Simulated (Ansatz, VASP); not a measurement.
## KCl: VASP beside Ansatz

File INCAR:

```
SYSTEM = KCl
PREC = Accurate
ENCUT = 520
EDIFF = 1E-6
ISMEAR = 0
SIGMA = 0.02
LREAL = .False.
LASPH = .True.
NELM = 100
ALGO = Normal
ISIF = 2
LWAVE = .False.
LCHARG = .True.
GGA = PE
LELF = .True.
LVHAR = .True.
NBANDS = 15
```

The input KPOINTS:

```
regular mesh
0
Gamma
  6 6 6
  0 0 0
```

The input POSCAR:

```
KCl
1.0
    3.8453387136      0.0175835177     -0.0562826134
    0.0175835177      3.7001787128     -0.0467614073
   -0.0562826134     -0.0467614073      3.7601469544
K Cl
1 1
Direct
   -0.0056678534     -0.0070743979     -0.0127292277
    0.5056678534      0.5070743979      0.5127292277
```

Input for Ansatz:

```yaml
crystal:
  lattice:
    - [3.8453387136, 0.0175835177, -0.0562826134]
    - [0.0175835177, 3.7001787128, -0.0467614073]
    - [-0.0562826134, -0.0467614073, 3.7601469544]
  atoms:
    - { symbol: K, position: [-0.0056678534, -0.0070743979, -0.0127292277] }
    - { symbol: Cl, position: [0.5056678534, 0.5070743979, 0.5127292277] }
basis:
  ecutwfc: 420
kpoints:
  mp_grid: { grid: [6, 6, 6] }
hamiltonian:
  xc: pbe
scf:
  occupations: { method: gaussian, width: 0.02 }
output:
  forces: true
  stress: true
  eigenvalues: true
  populations: true
```

Change from the starting cell: all atoms moved at random, cell strained at random.

Alike in both runs: task single point; functional PBE; k mesh 6 × 6 × 6; occupations gaussian, width 0.02 eV; no spin polarisation.

```csv
,VASP,Ansatz
version,VASP 6.6.1,Ansatz 0.2.0
potentials or method,"VASP PAW PBE potentials, release 64 (K_sv, Cl), cutoff 520 eV","scalar-relativistic, plane waves, PAW"
valence electrons in the cell,16,16
```

```csv
,VASP,Ansatz,Ansatz less VASP
gap on the k mesh at the Fermi level (eV),4.95,4.95,+0.001
least direct gap on the mesh (eV),5.14,5.14,+0.001
pressure (GPa),1.3,1.3,-0.03
"traceless stress, the component that is largest in VASP (GPa)",-0.91,-0.91,-0.003
rms of the force components (eV/Å),0.078,0.077,-0.0014
```

Atom by atom the forces differ by 0.001 eV/Å (rms over components).
